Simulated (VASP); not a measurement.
# SnSe (Fm-3m) in VASP: further runs

The runs below take SnSe through single point, with r2SCAN.

Program: VASP 6.6.1. These are calculated values, not measurements. Logs are shortened: lines on timing, memory, paths and dates and some standing lists are left out, and cuts for length are marked.

### 1 The cell of the first run

Symmetry: Fm-3m, No. 225, cubic system. The conventional cell has a = 5.892 Å, b = 5.892 Å, c = 5.892 Å, α = 90.00°, β = 90.00°, γ = 90.00°. Sn (site symmetry m-3m) has 6 Se at 2.95 Å within 3.9 Å. Se (site symmetry m-3m) has 6 Sn at 2.95 Å within 3.9 Å.

### 2 Single point, r2SCAN

File POSCAR:

```
SnSe
1.0
    0.0000000000      2.9462455500      2.9462455500
    2.9462455500      0.0000000000      2.9462455500
    2.9462455500      2.9462455500      0.0000000000
Sn Se
1 1
Direct
    0.0000000000      0.0000000000      0.0000000000
    0.5000000000      0.5000000000      0.5000000000
```

File INCAR.step1:

```
SYSTEM = SnSe
PREC = Accurate
ENCUT = 520
ISMEAR = -1
SIGMA = 0.02
LREAL = .FALSE.
LASPH = .TRUE.
NELM = 100
NBANDS = 17
GGA = PE
ALGO = Normal
EDIFF = 1E-4
LWAVE = .TRUE.
LCHARG = .FALSE.
```

File INCAR.step2:

```
SYSTEM = SnSe
PREC = Accurate
ENCUT = 520
EDIFF = 1E-6
ISMEAR = -1
SIGMA = 0.02
LREAL = .FALSE.
LASPH = .TRUE.
NELM = 100
ALGO = Normal
ISIF = 2
LWAVE = .FALSE.
LCHARG = .FALSE.
METAGGA = R2SCAN
LMIXTAU = .TRUE.
NBANDS = 17
ISTART = 1
```

File KPOINTS:

```
regular mesh
0
G
  8 8 8
  0 0 0
```

Potentials or basis: VASP PAW PBE potentials, release 64 (Sn_d, Se).

Launch:

```
cat potpaw_PBE.64/Sn_d/POTCAR potpaw_PBE.64/Se/POTCAR > POTCAR
cp INCAR.step1 INCAR
mpirun -np 1 vasp_std > vasp.out
cp INCAR.step2 INCAR
mpirun -np 1 vasp_std > vasp.out
```

OUTCAR:

```text
SYSTEM = SnSe
   PREC = Accurate
   ENCUT = 520
   EDIFF = 1E-6
   ISMEAR = -1
   LREAL = .FALSE.
   LASPH = .TRUE.
   NELM = 100
   ISIF = 2
   METAGGA = R2SCAN
   ISTART = 1

 ion  position               nearest neighbor table
   1  0.000  0.000  0.000-   2 2.95   2 2.95   2 2.95   2 2.95   2 2.95   2 2.95
   2  0.500  0.500  0.500-   1 2.95   1 2.95   1 2.95   1 2.95   1 2.95   1 2.95

  LATTYP: Found a face centered cubic cell.
 ALAT       =     5.8924911000

  Lattice vectors:

 A1 = (   0.0000000000,   2.9462455500,   2.9462455500)
 A2 = (   2.9462455500,   0.0000000000,   2.9462455500)
 A3 = (   2.9462455500,   2.9462455500,   0.0000000000)

Analysis of symmetry for initial positions (statically):
=====================================================================
 Subroutine PRICEL returns:
 Original cell was already a primitive cell.

 Routine SETGRP: Setting up the symmetry group for a
 face centered cubic supercell.

 Subroutine GETGRP returns: Found 48 space group operations
 (whereof 48 operations were pure point group operations)
 out of a pool of 48 trial point group operations.

The static configuration has the point symmetry O_h .

Analysis of symmetry for dynamics (positions and initial velocities):
=====================================================================
 Subroutine PRICEL returns:
 Original cell was already a primitive cell.

 Routine SETGRP: Setting up the symmetry group for a
 face centered cubic supercell.

 Subroutine GETGRP returns: Found 48 space group operations
 (whereof 48 operations were pure point group operations)
 out of a pool of 48 trial point group operations.

The dynamic configuration has the point symmetry O_h .

 Subroutine INISYM returns: Found 48 space group operations
 (whereof 48 operations are pure point group operations),
 and found     1 'primitive' translations

----------------------------------------------------------------------------------------

                                     Primitive cell

  volume of cell :      51.1490

  direct lattice vectors                    reciprocal lattice vectors
     0.000000000  2.946245550  2.946245550    -0.169707511  0.169707511  0.169707511
     2.946245550  0.000000000  2.946245550     0.169707511 -0.169707511  0.169707511
     2.946245550  2.946245550  0.000000000     0.169707511  0.169707511 -0.169707511

  length of vectors
     4.166620415  4.166620415  4.166620415     0.293942032  0.293942032  0.293942032

  position of ions in fractional coordinates (direct lattice)
     0.000000000  0.000000000  0.000000000
     0.500000000  0.500000000  0.500000000

  ion indices of the primitive-cell ions
   primitive index   ion index
                 1           1
                 2           2

----------------------------------------------------------------------------------------

 KPOINTS: regular mesh

Automatic generation of k-mesh.
 Grid dimensions read from file:
 generate k-points for:    8    8    8

 Generating k-lattice:

  Cartesian coordinates                     Fractional coordinates (reciprocal lattice)
    -0.021213439  0.021213439  0.021213439     0.125000000  0.000000000  0.000000000
     0.021213439 -0.021213439  0.021213439     0.000000000  0.125000000  0.000000000
     0.021213439  0.021213439 -0.021213439     0.000000000  0.000000000  0.125000000

  Length of vectors
     0.036742754  0.036742754  0.036742754

  Shift w.r.t. Gamma in fractional coordinates (k-lattice)
     0.000000000  0.000000000  0.000000000

 Subroutine IBZKPT returns following result:
 ===========================================

 Found     29 irreducible k-points:

 Following reciprocal coordinates:
            Coordinates               Weight
  0.000000  0.000000  0.000000      1.000000
  0.125000  0.000000  0.000000      8.000000
  0.250000  0.000000  0.000000      8.000000
  0.375000  0.000000  0.000000      8.000000
  0.500000  0.000000  0.000000      4.000000
  0.125000  0.125000  0.000000      6.000000
[... 16 lines left out ...]
  0.500000  0.250000  0.125000     48.000000
 -0.375000  0.250000  0.125000     24.000000
 [... further k-points ...]
   k-points           NKPTS =     29   k-points in BZ     NKDIM =     29   number of bands    NBANDS=     17
   number of dos      NEDOS =    301   number of ions     NIONS =      2
   total plane-waves  NPLWV =  32768
   dimension x,y,z NGX =    32 NGY =   32 NGZ =   32
   dimension x,y,z NGXF=    64 NGYF=   64 NGZF=   64
   ions per type =               1   1
   NGX,Y,Z   is equivalent  to a cutoff of  12.77, 12.77, 12.77 a.u.
   NGXF,Y,Z  is equivalent  to a cutoff of  25.54, 25.54, 25.54 a.u.
 SYSTEM =  SnSe
   PREC   = accura    normal or accurate (medium, high low for compatibility)
   ISTART =      1    job   : 0-new  1-cont  2-samecut
   ICHARG =      0    charge: 1-file 2-atom 10-const
   ISPIN  =      1    spin polarized calculation?
   LNONCOLLINEAR =      F non collinear calculations
[... 98 lines left out ...]
      3     -16.0833      2.00000
      4     -16.0717      2.00000
      5     -16.0717      2.00000
      6      -7.8435      2.00000
[... 9 lines left out ...]
     16      15.4418      0.00000
     17      18.6987      0.00000

 k-point     5 :       0.5000    0.0000    0.0000
  band No.  band energies     occupation
      1     -16.1034      2.00000
      2     -16.1034      2.00000
      3     -16.0828      2.00000
      4     -16.0692      2.00000
      5     -16.0692      2.00000
      6      -7.6276      2.00000
[... 9 lines left out ...]
     16      17.0150      0.00000
     17      17.1572      0.00000

 k-point     6 :       0.1250    0.1250    0.0000
  band No.  band energies     occupation
      1     -16.0965      2.00000
      2     -16.0903      2.00000
      3     -16.0871      2.00000
      4     -16.0824      2.00000
      5     -16.0824      2.00000
      6      -8.5788      2.00000
[... 9 lines left out ...]
     16      13.5805      0.00000
     17      15.0491      0.00000

 k-point     7 :       0.2500    0.1250    0.0000
  band No.  band energies     occupation
      1     -16.1019      2.00000
      2     -16.0915      2.00000
      3     -16.0869      2.00000
      4     -16.0785      2.00000
      5     -16.0770      2.00000
      6      -8.3014      2.00000
[... 9 lines left out ...]
     16      14.5908      0.00000
     17      16.5245      0.00000

 k-point     8 :       0.3750    0.1250    0.0000
  band No.  band energies     occupation
      1     -16.1065      2.00000
      2     -16.0959      2.00000
      3     -16.0844      2.00000
      4     -16.0746      2.00000
      5     -16.0709      2.00000
      6      -7.8896      2.00000
[... 9 lines left out ...]
     16      16.0862      0.00000
     17      18.5913      0.00000
[... 203 lines left out ...]
      1     -16.1330      2.00000
      2     -16.0920      2.00000
      3     -16.0843      2.00000
      4     -16.0646      2.00000
      5     -16.0636      2.00000
      6      -7.3200      2.00000
[... 9 lines left out ...]
     16      18.2830      0.00000
     17      18.5106      0.00000

 k-point    20 :      -0.3750    0.3750    0.0000
  band No.  band energies     occupation
      1     -16.1265      2.00000
      2     -16.0892      2.00000
      3     -16.0861      2.00000
      4     -16.0683      2.00000
      5     -16.0652      2.00000
      6      -7.2683      2.00000
[... 9 lines left out ...]
     16      16.9034      0.00000
     17      19.5503      0.00000

 k-point    21 :       0.5000    0.5000    0.0000
  band No.  band energies     occupation
      1     -16.1387      2.00000
      2     -16.0946      2.00000
      3     -16.0815      2.00000
      4     -16.0620      2.00000
      5     -16.0620      2.00000
      6      -7.2569      2.00000
[... 9 lines left out ...]
     16      19.2568      0.00000
     17      19.5719      0.00000

 k-point    22 :       0.3750    0.2500    0.1250
  band No.  band energies     occupation
      1     -16.1081      2.00000
      2     -16.0922      2.00000
      3     -16.0866      2.00000
      4     -16.0744      2.00000
      5     -16.0729      2.00000
      6      -7.9878      2.00000
[... 9 lines left out ...]
     16      16.3924      0.00000
     17      16.5003      0.00000

 k-point    23 :       0.5000    0.2500    0.1250
  band No.  band energies     occupation
      1     -16.1122      2.00000
      2     -16.0954      2.00000
      3     -16.0830      2.00000
      4     -16.0727      2.00000
      5     -16.0692      2.00000
      6      -7.6159      2.00000
[... 9 lines left out ...]
     16      16.6438      0.00000
     17      18.2427      0.00000

 k-point    24 :      -0.3750    0.2500    0.1250
  band No.  band energies     occupation
      1     -16.1135      2.00000
      2     -16.0971      2.00000
      3     -16.0795      2.00000
      4     -16.0744      2.00000
      5     -16.0673      2.00000
      6      -7.4371      2.00000
[... 9 lines left out ...]
     16      17.7931      0.00000
     17      17.8951      0.00000

 [... further k-points ...]

------------------------ aborting loop because EDIFF is reached ----------------------------------------

  FORCE on cell =-STRESS in cart. coord.  units (eV):
  Direction    XX          YY          ZZ          XY          YZ          ZX
  --------------------------------------------------------------------------------------
  -------------------------------------------------------------------------------------
  Total        1.2086989      1.2086989      1.2086989     -0.0000000      0.0000000      0.0000000
  in kB       37.8609841     37.8609841     37.8609841     -0.0000000      0.0000000      0.0000000
  external PRESSURE =      37.8609841 kB  Pullay stress =       0.0000000 kB

 VOLUME and BASIS-vectors are now :
 -----------------------------------------------------------------------------
  energy-cutoff  :      520.00
  volume of cell :       51.15
      direct lattice vectors                 reciprocal lattice vectors
     0.000000000  2.946245550  2.946245550    -0.169707511  0.169707511  0.169707511
     2.946245550  0.000000000  2.946245550     0.169707511 -0.169707511  0.169707511
     2.946245550  2.946245550  0.000000000     0.169707511  0.169707511 -0.169707511

 POSITION                                       TOTAL-FORCE (eV/Angst)
 -----------------------------------------------------------------------------------
      0.00000      0.00000      0.00000        -0.000000      0.000000     -0.000000
      2.94625      2.94625      2.94625         0.000000      0.000000      0.000000
 -----------------------------------------------------------------------------------
    total drift:                                0.000000     -0.000000     -0.000000

  FREE ENERGIE OF THE ION-ELECTRON SYSTEM (eV)
  ---------------------------------------------------
  free  energy   TOTEN  =       -39.8414011338 eV

  energy  without entropy=      -39.8414011334  energy(sigma->0) =      -39.84140113
```

Run time: 34 s. Hardware: 1 thread of Intel Xeon 6975P-C (Granite Rapids), shared host; peak memory 0.19 GiB.

What came out:

| Property | Result |
| --- | --- |
| Free energy | -39.8414 eV |
| Pressure | 3.8 GPa |
| Band gap on the k mesh | 0.72 eV (least direct gap 0.77 eV) |

Caveat: the cell stands under pressure; the PAW data sets were made with another functional, which shifts forces and pressure a little; spin-orbit coupling is left out, which moves the levels of the heavy elements. A k mesh can miss the band edges.

### 3 Single point, r2SCAN

This run uses another cell than the first one, of 26.12 Å³/atom.

File POSCAR:

```
SnSe
1.0
    0.0000000000      2.9669944400      2.9669944400
    2.9669944400      0.0000000000      2.9669944400
    2.9669944400      2.9669944400      0.0000000000
Sn Se
1 1
Direct
    0.0000000000      0.0000000000      0.0000000000
    0.5000000000      0.5000000000      0.5000000000
```

File INCAR.step1:

```
SYSTEM = SnSe
PREC     = Accurate       ! precision mode
ENCUT    = 520            ! plane-wave cutoff, eV
ISMEAR   = -1             ! smearing method
SIGMA    = 0.02           ! smearing width, eV
LREAL    = .False.        ! projectors in reciprocal space
LASPH    = .True.         ! aspherical terms in the spheres
NELM     = 80             ! most SCF steps
NBANDS   = 17             ! bands
GGA      = PE             ! functional
ALGO     = Normal         ! electronic algorithm
EDIFF    = 1E-4           ! SCF threshold, eV
LWAVE    = .True.         ! write WAVECAR
LCHARG   = .False.        ! write CHGCAR
```

File INCAR.step2:

```
SYSTEM = SnSe
PREC     = Accurate       ! precision mode
ENCUT    = 520            ! plane-wave cutoff, eV
EDIFF    = 1E-7           ! SCF threshold, eV
ISMEAR   = -1             ! smearing method
SIGMA    = 0.02           ! smearing width, eV
LREAL    = .False.        ! projectors in reciprocal space
LASPH    = .True.         ! aspherical terms in the spheres
NELM     = 80             ! most SCF steps
ALGO     = Normal         ! electronic algorithm
ISIF     = 2              ! what is computed and relaxed
LWAVE    = .False.        ! write WAVECAR
LCHARG   = .False.        ! write CHGCAR
METAGGA  = R2SCAN         ! meta-GGA
LMIXTAU  = .True.       
NBANDS   = 17             ! bands
ISTART   = 1
```

File KPOINTS:

```
regular mesh
0
Gamma
  8 8 8
  0 0 0
```

Potentials or basis: VASP PAW PBE potentials, release 64 (Sn_d, Se).

Launch:

```
cat potpaw_PBE.64/Sn_d/POTCAR potpaw_PBE.64/Se/POTCAR > POTCAR
cp INCAR.step1 INCAR
mpirun -np 1 vasp_std > vasp.out
cp INCAR.step2 INCAR
mpirun -np 1 vasp_std > vasp.out
```

Run time: 39 s. Hardware: 1 thread of Intel Xeon 6975P-C (Granite Rapids), shared host; peak memory 0.19 GiB.

It converged, with:

```yaml
Free_energy: -39.8626 eV
Pressure: 2.4 GPa
Band_gap_on_the_k_mesh: 0.66 eV
```

Levels at points of the mesh, in eV from the valence-band top:
| k point | band 7 | band 8 | band 9 | band 10 | band 11 | band 12 | band 13 | band 14 |
| --- | --- | --- | --- | --- | --- | --- | --- | --- |
| (0.00, 0.00, 0.00) | -5.07 | -2.75 | -2.75 | -2.75 | 4.55 | 4.55 | 4.55 | 6.01 |
| (0.50, 0.00, 0.00) | -8.79 | -2.47 | -2.47 | 0.00 | 0.66 | 1.12 | 1.12 | 8.72 |
| (0.50, 0.50, 0.00) | -6.34 | -6.24 | -4.30 | -4.30 | 2.99 | 5.74 | 5.74 | 6.48 |

Caveat: the PAW data sets were made with another functional, which shifts forces and pressure a little; spin-orbit coupling is left out, which moves the levels of the heavy elements.

### 4 Single point, r2SCAN

This run uses another cell than the first one, of 26.66 Å³/atom.

File POSCAR:

```
SnSe
1.0
    0.0000000000      2.9874571200      2.9874571200
    2.9874571200      0.0000000000      2.9874571200
    2.9874571200      2.9874571200      0.0000000000
Sn Se
1 1
Direct
    0.0000000000      0.0000000000      0.0000000000
    0.5000000000      0.5000000000      0.5000000000
```

File INCAR.step1:

```
ALGO = Normal
EDIFF = 1E-4
ENCUT = 520
GGA = PE
ISMEAR = -1
LASPH = T
LCHARG = F
LREAL = F
LWAVE = T
NBANDS = 17
NELM = 60
PREC = Accurate
SIGMA = 0.02
```

File INCAR.step2:

```
ALGO = Normal
EDIFF = 1E-6
ENCUT = 520
ISIF = 2
ISMEAR = -1
ISTART = 1
LASPH = T
LCHARG = F
LMIXTAU = T
LREAL = F
LWAVE = F
METAGGA = R2SCAN
NBANDS = 17
NELM = 60
PREC = Accurate
SIGMA = 0.02
```

File KPOINTS:

```
k-points
0
Gamma
  8 8 8
```

Launch:

```
cat potpaw_PBE.64/Sn_d/POTCAR potpaw_PBE.64/Se/POTCAR > POTCAR
cp INCAR.step1 INCAR
mpirun -np 1 vasp_std > vasp.out
cp INCAR.step2 INCAR
mpirun -np 1 vasp_std > vasp.out
```

Run time: 32 s. Hardware: 1 thread of Intel Xeon 6975P-C (Granite Rapids), shared host; peak memory 0.19 GiB.

It converged, with:

```
Free energy            : -39.8748 eV
Pressure               : 1.1 GPa
Band gap on the k mesh : 0.56 eV
```

Levels at points of the mesh, in eV from the valence-band top:
```
           k point  band 8  band 9  band 10  band 11  band 12  band 13
(0.00, 0.00, 0.00)   -2.70   -2.70    -2.70     4.46     4.46     4.46
(0.50, 0.00, 0.00)   -2.42   -2.42     0.00     0.56     1.13     1.13
(0.50, 0.50, 0.00)   -6.10   -4.21    -4.21     3.05     5.61     5.61
```

Caveat: the PAW data sets were made with another functional, which shifts forces and pressure a little; spin-orbit coupling is left out, which moves the levels of the heavy elements. A k mesh can miss the band edges.

### 5 Single point, r2SCAN

This run uses another cell than the first one, of 27.21 Å³/atom.

File POSCAR:

```
SnSe
1.0
    0.0000000000      3.0076432517      3.0076432517
    3.0076432517      0.0000000000      3.0076432517
    3.0076432517      3.0076432517      0.0000000000
Sn Se
1 1
Direct
    0.0000000000      0.0000000000      0.0000000000
    0.5000000000      0.5000000000      0.5000000000
```

File INCAR.step1:

```
ALGO = Normal
EDIFF = 1E-4
ENCUT = 520
GGA = PE
ISMEAR = -1
LASPH = True
LCHARG = False
LREAL = False
LWAVE = True
NBANDS = 17
NELM = 60
PREC = Accurate
SIGMA = 0.02
```

File INCAR.step2:

```
ALGO = Normal
EDIFF = 1E-7
ENCUT = 520
ISIF = 2
ISMEAR = -1
ISTART = 1
LASPH = True
LCHARG = True
LELF = True
LMIXTAU = True
LREAL = False
LVHAR = True
LWAVE = False
METAGGA = R2SCAN
NBANDS = 17
NELM = 60
PREC = Accurate
SIGMA = 0.02
```

KPOINTS is that of step 4.

Launch:

```
cat potpaw_PBE.64/Sn_d/POTCAR potpaw_PBE.64/Se/POTCAR > POTCAR
cp INCAR.step1 INCAR
mpirun -np 1 vasp_std > vasp.out
cp INCAR.step2 INCAR
mpirun -np 1 vasp_std > vasp.out
```

Wall time 42 s (1 thread of Intel Xeon 6975P-C (Granite Rapids), shared host); peak memory 0.19 GiB.

It converged, with:

```
Free energy            : -39.8788 eV
Pressure               : 0.0 GPa
Band gap on the k mesh : 0.47 eV
```

Levels at points of the mesh, in eV from the valence-band top:
```csv
k point,band 6,band 7,band 8,band 9,band 10,band 11,band 12,band 13,band 14,band 15
"(0.00, 0.00, 0.00)",-14.74,-5.25,-2.65,-2.65,-2.65,4.37,4.37,4.37,6.04,6.04
"(0.50, 0.00, 0.00)",-13.76,-8.59,-2.38,-2.38,0.00,0.47,1.13,1.13,8.57,10.42
"(0.50, 0.50, 0.00)",-13.46,-6.36,-5.96,-4.11,-4.11,3.11,5.48,5.48,6.17,10.62
```

Caveat: the PAW data sets were made with another functional, which shifts forces and pressure a little; spin-orbit coupling is left out, which moves the levels of the heavy elements.

### 6 The runs side by side

| cell | gap on the mesh (eV) | pressure (GPa) |
| --- | --- | --- |
| a = 4.167 Å, angles 60.0°, 2 atoms | 0.72 | 3.8 |
| a = 4.196 Å, angles 60.0°, 2 atoms | 0.66 | 2.4 |
| a = 4.225 Å, angles 60.0°, 2 atoms | 0.56 | 1.1 |
| a = 4.253 Å, angles 60.0°, 2 atoms | 0.47 | 0.0 |

Alike in all rows: task single point; level r2SCAN; potentials or basis VASP PAW PBE potentials, release 64 (Sn_d, Se); no spin polarisation; k mesh 8 × 8 × 8; cutoff (eV) 520; smearing fermi-dirac 0.02 eV.

Caveats: the PAW data sets were made with another functional, which shifts forces and pressure a little; spin-orbit coupling is left out, which moves the levels of the heavy elements; the cell stands under pressure (at least some runs).

Total energies depend on the potentials used, so only differences within one code and one set of settings carry meaning.
